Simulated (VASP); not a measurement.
A run of VASP 6.6.1:

INCAR

```
  PREC = Accurate
  ENCUT = 520
  EDIFF = 1E-6
  ISMEAR = -1
  SIGMA = 0.05
  LREAL = False
  LASPH = True
  NELM = 150
  ALGO = Normal
  ISIF = 2
  LWAVE = False
  LCHARG = True
  ISPIN = 2
  MAGMOM = 1.7 -1.7
  LORBIT = 11
  LMAXMIX = 4
  GGA = RE
  LELF = True
  LVHAR = True
  NBANDS = 20
```

The input KPOINTS:

```
regular mesh
0
Gamma
  11 11 11
```

The input POSCAR:

```
Co
1.0
    0.0000000000      2.5605538495      2.5605538495
    2.5605538495      0.0000000000      2.5605538495
    2.5605538495      2.5605538495      0.0000000000
Co
2
Direct
    0.1250000000      0.1250000000      0.1250000000
    0.8750000000      0.8750000000      0.8750000000
```

Potentials or basis: VASP PAW PBE potentials, release 64 (Co).

The run is started by

```bash
$ cat potpaw_PBE.64/Co/POTCAR > POTCAR
$ mpirun -np 1 vasp_std > vasp.out
```

Hardware: 1 thread of Intel Xeon 8259CL, on a shared host.

Problem. How long does it take, and how much memory?

Solution. It took 2.5 min on 1 thread of Intel Xeon 8259CL (shared host), peak memory 0.2 GiB. Counts: scf iterations 14, k points 56.
